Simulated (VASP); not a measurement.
# MgO (P1) in VASP: single point with PBEsol+U

Aim: the single point of MgO with PBEsol+U.

Everything below comes from runs of VASP 6.6.1. Logs are shortened: lines on timing, memory, paths and dates and some standing lists are left out, and cuts for length are marked.

### 1 The cell of the first run

The typed cell holds 2 atoms: a = 2.907 Å, b = 3.017 Å, c = 2.567 Å, α = 90.39°, β = 91.30°, γ = 117.80°.

### 2 Single point, PBEsol+U

File INCAR:

```
ALGO = Normal
EDIFF = 1E-6
ENCUT = 600
GGA = PS
GGA_COMPAT = False
ISIF = 2
ISMEAR = 0
LASPH = True
LCHARG = False
LDAU = True
LDAUJ = 0 0
LDAUL = -1 1
LDAUPRINT = 1
LDAUTYPE = 2
LDAUU = 0 7.1
LREAL = False
LWAVE = False
NBANDS = 11
NELECT = 8.1
NELM = 200
PREC = Accurate
SIGMA = 0.1
```

File KPOINTS:

```
k-points
0
Gamma
  3 3 3
```

File POSCAR:

```
MgO
1.0
    2.9066365733      0.0258547169     -0.0322632410
   -1.4309274450      2.6560129586     -0.0093432152
   -0.0294263263     -0.0268292674      2.5664276478
Mg O
1 1
Direct
    0.0000000000      0.0000000000      0.0000000000
    0.3333333333      0.6666666667      0.5000000000
```

Potentials or basis: VASP PAW PBE potentials, release 64 (Mg, O).

Launch:

```
$ cat potpaw_PBE.64/Mg/POTCAR potpaw_PBE.64/O/POTCAR > POTCAR
$ mpirun -np 1 vasp_std > vasp.out
```

OUTCAR:

```text
EDIFF = 1E-6
   ENCUT = 600
   GGA = PS
   ISIF = 2
   ISMEAR = 0
   LASPH = True
   LREAL = False
   NELECT = 8.1
   NELM = 200
   PREC = Accurate

 ion  position               nearest neighbor table
   1  0.000  0.000  0.000-   2 2.11   2 2.11   2 2.13   2 2.17   2 2.17   2 2.21
   2  0.333  0.667  0.500-   1 2.11   1 2.11   1 2.13   1 2.17   1 2.17   1 2.21

  LATTYP: Found a triclinic cell.
 ALAT       =     3.0613498260
 B/A-ratio  =     0.9854998004
 C/A-ratio  =     0.8384329495
 COS(alpha) =     0.0068611066
 COS(beta)  =     0.0282726255
 COS(gamma) =     0.5426427278

  Lattice vectors:

 A1 = (  -1.4757091283,  -2.6818676755,   0.0416064562)
 A2 = (   1.4309274450,  -2.6560129586,   0.0093432152)
 A3 = (  -0.0294263263,  -0.0268292674,   2.5664276478)

Analysis of symmetry for initial positions (statically):
=====================================================================
 Subroutine PRICEL returns:
 Original cell was already a primitive cell.

 Routine SETGRP: Setting up the symmetry group for a
 triclinic supercell.

 Subroutine GETGRP returns: Found  1 space group operations
 (whereof  1 operations were pure point group operations)
 out of a pool of  2 trial point group operations.

The static configuration has the point symmetry C_1 .

Analysis of symmetry for dynamics (positions and initial velocities):
=====================================================================
 Subroutine PRICEL returns:
 Original cell was already a primitive cell.

 Routine SETGRP: Setting up the symmetry group for a
 triclinic supercell.

 Subroutine GETGRP returns: Found  1 space group operations
 (whereof  1 operations were pure point group operations)
 out of a pool of  2 trial point group operations.

The dynamic configuration has the point symmetry C_1 .

 Subroutine INISYM returns: Found  1 space group operations
 (whereof  1 operations are pure point group operations),
 and found     1 'primitive' translations

----------------------------------------------------------------------------------------

                                     Primitive cell

  volume of cell :      19.9035

  direct lattice vectors                    reciprocal lattice vectors
     2.906636573  0.025854717 -0.032263241     0.342463911  0.184523091  0.005855639
[... 83 lines left out ...]
   POTIM  = 0.5000    time-step for ionic-motion
   TEBEG  =    0.0;   TEEND  =   0.0 temperature during run
   PSTRESS=    0.0 pullay stress
   NELECT =       8.1000    total number of electrons
   NUPDOWN=      -1.0000    fix difference up-down
   EMIN   =  10.00;   EMAX   =-10.00  energy-range for DOS
   EFERMI =   0.00;   METHOD = LEGACY
   ISMEAR =     0;   SIGMA  =   0.10  broadening in eV -4-tet -1-fermi 0-gaus
   EFERMI_NEDOS =   21; number of points for ismear=-14 and -15
   IALGO  =     38    algorithm
   IMIX   =      4    mixing-type and parameters
     AMIX     =   0.40;   BMIX     =  1.00
     AMIX_MAG =   1.60;   BMIX_MAG =  1.00
  volume/ion in A,a.u.               =       9.95        67.16
  Fermi-wavevector in a.u.,A,eV,Ry     =   1.213185  2.292587 20.025297  1.471818
  Thomas-Fermi vector in A             =   2.348645
   LORBIT       =      0    0 simple, 1 ext, 2 COOP (PROOUT), +10 PAW based schemes
 LDA+U is selected, type is set to LDAUTYPE =  2
   angular momentum for each species LDAUL =    -1    1
   U (eV)           for each species LDAUU =   0.0  7.1
   J (eV)           for each species LDAUJ =   0.0  0.0
   GGA     = PS    functional components
   LHFCALC =     F    Hartree Fock is set to
   AEXX    =    0.0000 exact exchange contribution
   IVDW    =     0    specifies the selected vdW correction
   LEPSILON=     F    determine dielectric tensor
   LRPA    =     F    only Hartree local field effects (RPA)
 non-spin polarized calculation
 Gauss-broadening in eV      SIGMA  =   0.10
  energy-cutoff  :      600.00
  volume of cell :       19.90
 maximum number of plane-waves:       672
   NGX = 11   NGY = 13   NGZ = 11

 number of electron       8.0999999 magnetization

 Free energy of the ion-electron system (eV)
  ---------------------------------------------------
  ext. energy  EPLUGINS =         0.00000000
  ---------------------------------------------------
  free energy    TOTEN  =        -5.78874642 eV

  energy without entropy =       -5.78593748  energy(sigma->0) =       -5.78734195

 E-fermi :   8.9222     XC(G=0): -11.0375

 val. band max:        6.1472751124   @ k =   0.0000   0.0000   0.0000
 cond. band min:       8.9897229739   @ k =  -0.3333   0.3333  -0.0000
 fundamental gap:      2.8424478615
 Fermi energy:         8.9221549373

 k-point     1 :       0.0000    0.0000    0.0000
  band No.  band energies     occupation
      1     -13.9535      2.00000
      2       2.0203      2.00000
      3       2.2851      2.00000
      4       3.0909      2.00000
      5       6.1473      2.00000
      6      15.2353      0.00000
      7      17.1902      0.00000
      8      18.4732      0.00000
      9      22.4755      0.00000
     10      24.7550      0.00000
     11      25.3811      0.00000
[... 169 lines left out ...]
 k-point    14 :      -0.3333   -0.3333    0.3333
  band No.  band energies     occupation
      1     -12.1116      2.00000
      2       0.1427      2.00000
      3       0.2030      2.00000
      4       0.2652      2.00000
      5      10.2862      0.00000
      6      14.0528      0.00000
      7      16.5898      0.00000
      8      18.0799      0.00000
      9      18.9518      0.00000
     10      23.9281      0.00000
     11      28.4534      0.00000

------------------------ aborting loop because EDIFF is reached ----------------------------------------

  FORCE on cell =-STRESS in cart. coord.  units (eV):
  Direction    XX          YY          ZZ          XY          YZ          ZX
  --------------------------------------------------------------------------------------
  -------------------------------------------------------------------------------------
  Total        0.4063704     -1.0856245      3.2931263     -0.1089930     -0.0390257     -0.0091893
  in kB       32.7117831    -87.3900115    265.0882834     -8.7736584     -3.1414665     -0.7397191
  external PRESSURE =      70.1366850 kB  Pullay stress =       0.0000000 kB

 VOLUME and BASIS-vectors are now :
 -----------------------------------------------------------------------------
  energy-cutoff  :      600.00
  volume of cell :       19.90
      direct lattice vectors                 reciprocal lattice vectors
     2.906636573  0.025854717 -0.032263241     0.342463911  0.184523091  0.005855639
    -1.430927445  2.656012959 -0.009343215    -0.003290317  0.374745177  0.003879835
    -0.029426326 -0.026829267  2.566427648     0.004293226  0.003683968  0.389734413

 POSITION                                       TOTAL-FORCE (eV/Angst)
 -----------------------------------------------------------------------------------
      0.00000      0.00000      0.00000         0.048005     -0.088186      0.014268
      0.00021      1.76588      1.26623        -0.048005      0.088186     -0.014268
 -----------------------------------------------------------------------------------
    total drift:                                0.000605     -0.000475     -0.000152

  FREE ENERGIE OF THE ION-ELECTRON SYSTEM (eV)
  ---------------------------------------------------
  free  energy   TOTEN  =        -5.7887464242 eV

  energy  without entropy=       -5.7859374753  energy(sigma->0) =       -5.78734195
```

Run time: 4.3 s. Hardware: 1 thread of Intel Xeon Platinum 8488C (Sapphire Rapids), shared host; peak memory 0.14 GiB.

Results:

| Item | Value |
| --- | --- |
| Free energy | -5.7887 eV |
| Largest force | 0.101 eV/Å |

Forces on the atoms (eV/Å):
```
Mg   0.048 -0.088  0.014
O   -0.048  0.088 -0.014
```

Levels at points of the mesh, in eV from the Fermi level:
| k point | band 2 | band 3 | band 4 | band 5 | band 6 | band 7 |
| --- | --- | --- | --- | --- | --- | --- |
| (0.00, 0.00, 0.00) | -6.90 | -6.64 | -5.83 | -2.77 | 6.31 | 8.27 |

Caveat: the k points lie up to 0.82 Å⁻¹ apart; the cell carries a net charge on a neutralising background, which shifts energy and pressure; the cell is charged against a uniform background, so pressure and absolute levels hang on convention; the PAW data sets were made with another functional, which shifts forces and pressure a little; U without spin polarisation on a metal has little footing.
